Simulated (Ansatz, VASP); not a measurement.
# One calculation of Nb, two programs

```xyz
1
Lattice="0.0000 2.1150 2.1150 2.1150 0.0000 2.1150 2.1150 2.1150 0.0000" Properties=species:S:1:pos:R:3 pbc="T T T"
Nb    0.0000    0.0000    0.0000
```

Alike in both runs: task single point; functional PBE; k mesh 11 × 11 × 11; occupations gaussian, width 0.1 eV; no spin polarisation.

```csv
,VASP,Ansatz
version,VASP 6.6.1,Ansatz 0.2.0
potentials or method,"VASP PAW PBE potentials, release 64 (Nb_sv), cutoff 520 eV","all-electron LAPW, scalar-relativistic"
```

VASP gave:

- gap on the k mesh at the Fermi level (eV): none
- pressure (GPa): -2.1

Task: Which values does Ansatz return?

Result: gap on the k mesh at the Fermi level (eV): none; pressure (GPa): -1.9.

A gap of «none» marks a metal or a gap that the smearing closes. Ansatz ran all-electron here, and VASP with PAW potentials.
